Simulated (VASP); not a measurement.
Runs of VASP 6.6.1 on Pt. The structure is that of space group Pm-3m (No. 221), or close to it. The cells are those of the table. 

```tsv
task	cell	cutoff (eV)	gap on the mesh (eV)	pressure (GPa)
relaxation of cell and atoms	relaxed from a = 2.550 Å, 1 atom	600	none	0.0
single point	a = 2.497 Å, 1 atom	520	none	29.5
relaxation of cell and atoms	relaxed to 45 GPa from a = 2.550 Å, 1 atom	600	none	45.1
relaxation of cell and atoms	relaxed to 30 GPa from a = 2.550 Å, 1 atom	600	none	30.0
single point	a = 2.590 Å, 1 atom	520	none	-0.4
single point	a = 2.467 Å, 1 atom	520	none	44.5
relaxation of cell and atoms	relaxed to 15 GPa from a = 2.550 Å, 1 atom	600	none	15.0
single point	a = 2.537 Å, 1 atom	520	none	(a)
```

Alike in all rows: level PBEsol; potentials or basis VASP PAW PBE potentials, release 64 (Pt); no spin polarisation; k mesh 9 × 9 × 9; smearing methfessel-paxton 0.05 eV.

**Question.** Fill in the values left out.

**Answer.** (a) 14.4.

Caveats: the PAW data sets were made with another functional, which shifts forces and pressure a little; spin-orbit coupling is left out, which moves the levels of the heavy elements; the cell is relaxed towards a set pressure, so the enthalpy falls and the energy may rise (some runs).

A k mesh can miss the band edges, and the runs leave out spin-orbit coupling on Pt.

A gap of «none» marks levels without a gap at the run's occupations.
